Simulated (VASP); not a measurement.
The system is NaCl.

```
Na Cl
1.0
     3.53323    0.00000    0.00000
     0.00000    3.53323    0.00000
     0.00000    0.00000    3.45955
Na Cl
1 1
Direct
  0.00000 0.00000 0.00000
  0.50000 0.50000 0.50000
```

This cell differs from its parent crystal: biaxial xy strain +2.1%.

Base run:

```yaml
Program: VASP 6.6.1
Functional: PBE
Potentials_or_basis: VASP PAW PBE potentials, release 64 (Na_pv, Cl)
Cutoff: 520 eV
k_mesh: 8 × 8 × 8
Occupations: fermi-dirac, width 0.02 eV
Spin: no spin polarisation
```

Its results: band gap on the k mesh 3.87 eV, indirect (least direct gap 4.32 eV); pressure -0.1 GPa.

Question: The run is repeated on the same cell with these changes: functional from PBE to r2SCAN; occupations from fermi-dirac, width 0.02 eV to gaussian, width 0.01 eV. What comes out?

Answer: Band gap on the k mesh 4.70 eV, indirect (least direct gap 5.16 eV); pressure -1.3 GPa.

Caveats: the PAW data sets were made with another functional, which shifts forces and pressure a little (some runs).

A k mesh can miss the band edges.
